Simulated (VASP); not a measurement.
Wanted: the native input for a VASP 6.6.1 run.

| Quantity | Value |
| --- | --- |
| Task | single point |
| Functional | LDA |
| Potentials or basis | VASP PAW LDA potentials, release 64 (Al, N) |
| Cutoff | 600 eV |
| k mesh | 7 × 7 × 4 |
| Occupations | gaussian, width 0.01 eV |
| Spin | no spin polarisation |
| Dipole correction | no |
| Further INCAR settings | ALGO = Normal; EDIFF = 1e-06; NBANDS = 16 |

The structure of AlN lies in POSCAR:

```
AlN
1.0
    3.1130000000      0.0000000000      0.0000000000
   -1.5565000000      2.6959370820      0.0000000000
    0.0000000000      0.0000000000      4.9810000000
Al N
2 2
Direct
    0.3333330000      0.6666670000      0.0000000000
    0.6666670000      0.3333330000      0.5000000000
    0.3333330000      0.6666670000      0.3800000000
    0.6666670000      0.3333330000      0.8800000000
```

These files were run (other wordings do the same):

INCAR

```
SYSTEM = AlN
PREC = Accurate
ENCUT = 600
EDIFF = 1E-6
ISMEAR = 0
SIGMA = 0.01
LREAL = .False.
LASPH = .True.
NELM = 120
ALGO = Normal
ISIF = 2
LWAVE = .False.
LCHARG = .True.
LELF = .True.
LVHAR = .True.
NBANDS = 16
GGA_COMPAT = .False.
```

KPOINTS

```
Automatic mesh
0
Gamma
  7 7 4
  0 0 0
```

Potentials or basis: VASP PAW LDA potentials, release 64 (Al, N).

Command:

```sh
$ cat potpaw_LDA.64/Al/POTCAR potpaw_LDA.64/N/POTCAR > POTCAR
$ mpirun -np 1 vasp_std > vasp.out
```

Results of the run:

The pressure is -4.2 GPa, the largest force is 0.120 eV/Å and the band gap on the k mesh is 4.25 eV, direct.

It took 13 s on 1 thread of Intel(R) Xeon(R) Platinum 8375C CPU @ 2.90GHz (Ice Lake), on a shared host, peak memory 0.15 GiB.
